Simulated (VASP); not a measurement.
Crystal: Hf.

```
Hf
1.0
     0.00000    3.21951    3.21951
     3.21951    0.00000    3.21951
     3.21951    3.21951    0.00000
Hf
2
Direct
  0.00000 0.00000 0.00000
  0.25000 0.25000 0.25000
```

| Property | Result |
| --- | --- |
| Program | VASP 6.6.1 |
| Task | relaxation of cell and atoms |
| Functional | PBE |
| Potentials or basis | VASP PAW PBE potentials, release 64 (Hf_pv) |
| Cutoff | 600 eV |
| k mesh | 10 × 10 × 10 |
| Occupations | fermi-dirac, width 0.03 eV |
| Spin | no spin polarisation |

At the start: pressure 1.3 GPa; volume 33.37 Å³/atom.

Q: How do energy, volume and symmetry change on relaxing?

A: Over 3 steps the energy falls by 5.2 meV/atom and the volume is 34.71 Å³/atom (+4.0 %); space group Fd-3m (No. 227, to 0.05 Å).

Step by step:
| step | energy change (eV) | largest force (eV/Å) | pressure (GPa) | volume (Å³) |
| --- | --- | --- | --- | --- |
| 1 | 0.0000 | 0.0000 | 1.27 | 66.74 |
| 2 | -0.0103 | 0.0000 | 0.04 | 69.34 |
| 3 | -0.0103 | 0.0000 | 0.00 | 69.42 |

Final structure:
```
Hf
1.0
     0.00000    3.26204    3.26204
     3.26204    0.00000    3.26204
     3.26204    3.26204    0.00000
Hf
2
Direct
  0.00000 0.00000 0.00000
  0.25000 0.25000 0.25000
```
